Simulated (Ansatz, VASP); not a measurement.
Ge: VASP beside Ansatz

File POSCAR:

```
Ge
1.0
    0.0000000000      2.8088405851      2.8088405851
    2.8088405851      0.0000000000      2.8088405851
    2.8088405851      2.8088405851      0.0000000000
Ge
2
Direct
    0.0000000000      0.0000000000      0.0000000000
    0.2500000000      0.2500000000      0.2500000000
```

The input INCAR.step1:

```
PREC = Accurate ; ENCUT = 520
ISMEAR = 0 ; SIGMA = 0.02
LREAL = False ; LASPH = True
NELM = 60 ; NBANDS = 21
GGA = PE ; ALGO = Normal
EDIFF = 1E-4 ; LWAVE = True
LCHARG = False
```

File INCAR.step2:

```
PREC = Accurate ; ENCUT = 520
EDIFF = 1E-7 ; ISMEAR = 0
SIGMA = 0.02 ; LREAL = False
LASPH = True ; NELM = 60
ALGO = Normal ; ISIF = 2
LWAVE = False ; LCHARG = False
METAGGA = R2SCAN ; LMIXTAU = True
NBANDS = 21 ; ISTART = 1
```

File KPOINTS:

```
regular mesh
0
Gamma
  12 12 12
```

Input for Ansatz:

```yaml
crystal:
  lattice:
    - [0.0, 2.8088405851, 2.8088405851]
    - [2.8088405851, 0.0, 2.8088405851]
    - [2.8088405851, 2.8088405851, 0.0]
  atoms:
    - { symbol: Ge, position: [0.0, 0.0, 0.0] }
    - { symbol: Ge, position: [0.25, 0.25, 0.25] }
basis:
  ecutwfc: 500
kpoints:
  mp_grid: { grid: [12, 12, 12] }
hamiltonian:
  xc: r2scan
scf:
  occupations: { method: gaussian, width: 0.02 }
output:
  forces: true
  stress: true
  eigenvalues: true
```

Alike in both runs: task single point; functional r2SCAN; k mesh 12 × 12 × 12; occupations gaussian, width 0.02 eV; no spin polarisation.

|  | VASP | Ansatz |
| --- | --- | --- |
| version | VASP 6.6.1 | Ansatz 0.2.0 |
| potentials or method | VASP PAW PBE potentials, release 64 (Ge_d), cutoff 520 eV | scalar-relativistic, plane waves, PAW |
| valence electrons in the cell | 28 | 28 |

```csv
,VASP,Ansatz,Ansatz less VASP
gap on the k mesh at the Fermi level (eV),0.52,0.54,+0.023
least direct gap on the mesh (eV),0.61,0.65,+0.042
pressure (GPa),2.4,2.3,-0.06
```

VASP's potentials were made for PBE, not for r2SCAN.
